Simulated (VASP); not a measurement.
Here is a VASP 6.6.1 calculation.

The input INCAR:

```
PREC = Accurate
ENCUT = 500
EDIFF = 1E-6
ISMEAR = -1
SIGMA = 0.05
LREAL = False
LASPH = True
NELM = 120
ALGO = Normal
ISIF = 2
LWAVE = False
LCHARG = False
GGA = PE
NBANDS = 13
GGA_COMPAT = False
```

File KPOINTS:

```
Automatic mesh
0
Gamma
  14 14 14
```

POSCAR

```
Pb
1.0
    0.0000000000      2.5202669202      2.5202669202
    2.5202669202      0.0000000000      2.5202669202
    2.5202669202      2.5202669202      0.0000000000
Pb
1
Direct
    0.0000000000      0.0000000000      0.0000000000
```

Potentials or basis: VASP PAW PBE potentials, release 64 (Pb_d).

The run is started by

```bash
$ cat potpaw_PBE.64/Pb_d/POTCAR > POTCAR
$ mpirun -np 1 vasp_std > vasp.out
```

Problem. Estimate the band gap on the k mesh.

Solution. Zero (band 7 reaches 13.68 eV, above the bottom of band 8 at 5.24 eV).

Problem. What does it give for the pressure?

Solution. 0.0 GPa.

Caveat: spin-orbit coupling is left out, which moves the levels of the heavy elements.
